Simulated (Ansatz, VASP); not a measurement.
# Two plane-wave programs on Au

INCAR

```
SYSTEM = Au
  PREC = Accurate
  ENCUT = 520
  EDIFF = 1E-6
  ISMEAR = 0
  SIGMA = 0.15
  LREAL = .False.
  LASPH = .True.
  NELM = 80
  ALGO = Fast
  ISIF = 2
  LWAVE = .False.
  LCHARG = .True.
  GGA = PS
  LELF = .True.
  LVHAR = .True.
  NBANDS = 18
```

KPOINTS

```
Automatic mesh
0
Gamma
  22 22 14
  0 0 0
```

The input POSCAR:

```
Au
1.0
   -1.6210733944      1.6210733944      1.6210733944
    1.6210733944     -1.6210733944      1.6210733944
    3.2421467888      3.2421467888      0.0000000000
Au
2
Direct
    0.0462656412      0.0462656412      0.0000000000
    0.4537343588      0.4537343588      0.5000000000
```

Input for Ansatz:

```yaml
crystal:
  lattice:
    - [-1.6210733944, 1.6210733944, 1.6210733944]
    - [1.6210733944, -1.6210733944, 1.6210733944]
    - [3.2421467888, 3.2421467888, 0.0]
  atoms:
    - { symbol: Au, position: [0.0462656412, 0.0462656412, 0.0] }
    - { symbol: Au, position: [0.4537343588, 0.4537343588, 0.5] }
basis:
  ecutwfc: 420
kpoints:
  mp_grid: { grid: [22, 22, 14] }
hamiltonian:
  xc: pbesol
scf:
  occupations: { method: gaussian, width: 0.15 }
output:
  forces: true
  stress: true
  eigenvalues: true
```

Change from the starting cell: mode 5 (92.8 1/cm) frozen in, largest displacement -0.150 Å.

Alike in both runs: task single point; functional PBEsol; k mesh 22 × 22 × 14; occupations gaussian, width 0.15 eV; no spin polarisation.

|  | VASP | Ansatz |
| --- | --- | --- |
| version | VASP 6.6.1 | Ansatz 0.2.0 |
| potentials or method | VASP PAW PBE potentials, release 64 (Au), cutoff 520 eV | scalar-relativistic, plane waves, PAW |
| valence electrons in the cell | 22 | 38 |

|  | VASP | Ansatz | Ansatz less VASP |
| --- | --- | --- | --- |
| gap on the k mesh at the Fermi level (eV) | none | none | - |
| pressure (GPa) | 3.1 | 3.4 | +0.26 |
| traceless stress, the component that is largest in VASP (GPa) | 4.60 | 4.61 | +0.014 |
| rms of the force components (eV/Å) | 0.536 | 0.538 | +0.0025 |

VASP's potentials were made for PBE, not for PBEsol. Atom by atom the forces differ by 0.002 eV/Å (rms over components). A gap of «none» marks a metal or a gap that the smearing closes. VASP's potentials hold 22 valence electrons a cell and Ansatz's 38, so a difference there can come from the potentials and not from the codes.

Spin-orbit coupling is off throughout.
